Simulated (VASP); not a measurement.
Set up this calculation in VASP 6.6.1, as the native input.

```
Task                   : single point
Functional             : PBEsol
Potentials or basis    : VASP PAW PBE potentials, release 64 (Zn)
Cutoff                 : 520 eV
k mesh                 : 24 × 24 × 24
Occupations            : fermi-dirac, width 0.1 eV
Spin                   : no spin polarisation
Dipole correction      : no
Further INCAR settings : ALGO = Normal; EDIFF = 1e-07; NBANDS = 12
```

The structure of Zn lies in POSCAR:

```
Zn
1.0
   -1.5292143923      1.5292143923      1.5292143923
    1.5292143923     -1.5292143923      1.5292143923
    1.5292143923      1.5292143923     -1.5292143923
Zn
1
Direct
    0.0000000000      0.0000000000      0.0000000000
```

The input as run:

INCAR

```
SYSTEM = Zn
PREC = Accurate
ENCUT = 520
EDIFF = 1E-7
ISMEAR = -1
SIGMA = 0.1
LREAL = .FALSE.
LASPH = .TRUE.
NELM = 60
ALGO = Normal
ISIF = 2
LWAVE = .FALSE.
LCHARG = .TRUE.
GGA = PS
LELF = .TRUE.
LVHAR = .TRUE.
NBANDS = 12
```

KPOINTS

```
regular mesh
0
G
  24 24 24
  0 0 0
```

Potentials or basis: VASP PAW PBE potentials, release 64 (Zn).

The run is started by

```bash
$ cat potpaw_PBE.64/Zn/POTCAR > POTCAR
$ mpirun -np 1 vasp_std > vasp.out
```

It gave:

```json
{
 "Pressure": "0.5 GPa",
 "Band gap on the k mesh": "zero (band 6 reaches 7.78 eV, above the bottom of band 7 at 2.63 eV)"
}
```

Caveat: the PAW data sets were made with another functional, which shifts forces and pressure a little.

Run time: 75 s on 1 thread of Intel Xeon 8259CL, on a shared host, peak memory 0.18 GiB.
